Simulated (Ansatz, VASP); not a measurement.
**Au in VASP and in Ansatz**

```
Au
1.0
     2.83414    0.00000    0.00000
    -0.01304    2.83886    0.00000
    -1.14543   -1.19326    4.95662
Au
2
Direct
  0.67286 0.66596 0.27405
  0.32714 0.33404 0.72594
```

Change from the starting cell: volume scaled by 1.02.

Alike in both runs: task single point; functional LDA; k mesh 10 × 10 × 6; occupations fermi-dirac, width 0.05 eV; no spin polarisation.

|  | VASP | Ansatz |
| --- | --- | --- |
| version | VASP 6.6.1 | Ansatz 0.2.0 |
| potentials or method | VASP PAW LDA potentials, release 64 (Au), cutoff 520 eV | all-electron LAPW, scalar-relativistic |

Ansatz gave:

- gap on the k mesh at the Fermi level (eV): none
- pressure (GPa): -13.6
- traceless stress, the component that is largest in VASP (GPa): 1.29
- rms of the force components (eV/Å): 0.098

**Question.** What did VASP give for the same quantities?

**Answer.** gap on the k mesh at the Fermi level (eV): none; pressure (GPa): -13.2; traceless stress, the component that is largest in VASP (GPa): 1.27; rms of the force components (eV/Å): 0.101.

LDA's correlation is that of Perdew and Zunger in VASP and of Perdew and Wang (1992) in Ansatz. Atom by atom the forces differ by 0.003 eV/Å (rms over components). A gap of «none» marks a metal or a gap that the smearing closes. Ansatz ran all-electron here, and VASP with PAW potentials.

Spin-orbit coupling is off throughout.
